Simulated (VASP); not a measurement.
Wanted: the native input for a VASP 6.6.1 run.

| Quantity | Value |
| --- | --- |
| Task | single point |
| Functional | r2SCAN |
| Potentials or basis | VASP PAW PBE potentials, release 64 (I) |
| Cutoff | 520 eV |
| k mesh | 18 × 18 × 18 |
| Occupations | gaussian, width 0.1 eV |
| Spin | no spin polarisation |
| Dipole correction | no |
| Further INCAR settings | ALGO = Normal; EDIFF = 1e-06; NBANDS = 10 |

I:

```
CELL_PARAMETERS angstrom
-1.61424 1.61424 3.92047
1.61424 -1.61424 3.92047
1.61424 1.61424 -3.92047
ATOMIC_POSITIONS crystal
I 0.00000 0.00000 0.00000
```

One way to write it, as run:

POSCAR

```
I
1.0
   -1.6142409343      1.6142409343      3.9204706362
    1.6142409343     -1.6142409343      3.9204706362
    1.6142409343      1.6142409343     -3.9204706362
I
1
Direct
    0.0000000000      0.0000000000      0.0000000000
```

INCAR.step1

```
PREC = Accurate
ENCUT = 520
ISMEAR = 0
SIGMA = 0.1
LREAL = F
LASPH = T
NELM = 100
NBANDS = 10
GGA = PE
ALGO = Normal
EDIFF = 1E-4
LWAVE = T
LCHARG = F
```

INCAR.step2

```
PREC = Accurate
ENCUT = 520
EDIFF = 1E-6
ISMEAR = 0
SIGMA = 0.1
LREAL = F
LASPH = T
NELM = 100
ALGO = Normal
ISIF = 2
LWAVE = F
LCHARG = T
METAGGA = R2SCAN
LMIXTAU = T
LELF = T
LVHAR = T
NBANDS = 10
ISTART = 1
```

KPOINTS

```
regular mesh
0
Gamma
  18 18 18
```

Potentials or basis: VASP PAW PBE potentials, release 64 (I).

Command:

```console
$ cat potpaw_PBE.64/I/POTCAR > POTCAR
$ cp INCAR.step1 INCAR
$ mpirun -np 1 vasp_std > vasp.out
$ cp INCAR.step2 INCAR
$ mpirun -np 1 vasp_std > vasp.out
```

Results of the run:

```yaml
Pressure: -0.1 GPa
```

Caveat: the PAW data sets were made with another functional, which shifts forces and pressure a little; an odd number of electrons without spin polarisation forces a metal; a magnetic or distorted state may lie lower.

Wall time 9.6 min on 1 thread of Intel(R) Xeon(R) Platinum 8488C (Sapphire Rapids), with other jobs on the host, peak memory 0.35 GiB.
